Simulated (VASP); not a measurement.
Wanted: the native input for a VASP 6.6.1 run.

```
Task                   : single point
Functional             : PBE
Potentials or basis    : VASP PAW PBE potentials, release 64 (Zn, S)
Cutoff                 : 520 eV
k mesh                 : 11 × 11 × 6
Occupations            : fermi-dirac, width 0.1 eV
Spin                   : no spin polarisation
Dipole correction      : no
Further INCAR settings : ALGO = Normal; EDIFF = 1e-07; NBANDS = 26
```

The structure of ZnS (NiAs type) lies in POSCAR:

```
ZnS
1.0
    3.4363612989      0.0000000000      0.0000000000
   -1.7181806494      2.9759761814      0.0000000000
    0.0000000000      0.0000000000      5.6641938879
Zn S
2 2
Direct
    0.0000000000      0.0000000000      0.0000000000
    0.0000000000      0.0000000000      0.5000000000
    0.3333333333      0.6666666667      0.2500000000
    0.6666666667      0.3333333333      0.7500000000
```

One way to write it, as run:

INCAR

```
ALGO = Normal
EDIFF = 1E-7
ENCUT = 520
GGA = PE
ISIF = 2
ISMEAR = -1
LASPH = True
LCHARG = True
LELF = True
LREAL = False
LVHAR = True
LWAVE = False
NBANDS = 26
NELM = 60
PREC = Accurate
SIGMA = 0.1
```

KPOINTS

```
k-points
0
Gamma
  11 11 6
```

Potentials or basis: VASP PAW PBE potentials, release 64 (Zn, S).

Command:

```sh
$ cat potpaw_PBE.64/Zn/POTCAR potpaw_PBE.64/S/POTCAR > POTCAR
$ mpirun -np 1 vasp_std > vasp.out
```

It gave:

| Item | Value |
| --- | --- |
| Pressure | 18.3 GPa |
| Band gap on the k mesh | 0.40 eV, indirect (least direct gap 2.46 eV) |

It took 40 s on 1 thread of Intel(R) Xeon(R) 6975P-C (Granite Rapids) (shared host), peak memory 0.22 GiB.
